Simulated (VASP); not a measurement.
A run of VASP 6.6.1 is set up as follows.

INCAR

```
SYSTEM = Na
PREC     = Accurate       ! precision mode
ENCUT    = 520            ! plane-wave cutoff, eV
EDIFF    = 1E-6           ! SCF threshold, eV
ISMEAR   = -1             ! smearing method
SIGMA    = 0.05           ! smearing width, eV
LREAL    = .FALSE.        ! projectors in reciprocal space
LASPH    = .TRUE.         ! aspherical terms in the spheres
NELM     = 80             ! most SCF steps
ALGO     = Normal         ! electronic algorithm
ISIF     = 2              ! what is computed and relaxed
LWAVE    = .FALSE.        ! write WAVECAR
LCHARG   = .FALSE.        ! write CHGCAR
GGA      = PE             ! functional
NBANDS   = 14             ! bands
```

The input KPOINTS:

```
regular mesh
0
G
  9 9 9
  0 0 0
```

File POSCAR:

```
Na
1.0
    0.0000000000      3.5694271169      3.5694271169
    3.5694271169      0.0000000000      3.5694271169
    3.5694271169      3.5694271169      0.0000000000
Na
2
Direct
   -0.1250000000     -0.1250000000     -0.1250000000
    0.1250000000      0.1250000000      0.1250000000
```

Potentials or basis: VASP PAW PBE potentials, release 64 (Na_pv).

Command:

```sh
$ cat potpaw_PBE.64/Na_pv/POTCAR > POTCAR
$ mpirun -np 1 vasp_std > vasp.out
```

Task: Predict the band gap on the k mesh.

Result: Zero (band 7 reaches 0.14 eV, above the bottom of band 8 at -0.48 eV).

Task: Predict the pressure.

Result: 0.7 GPa.
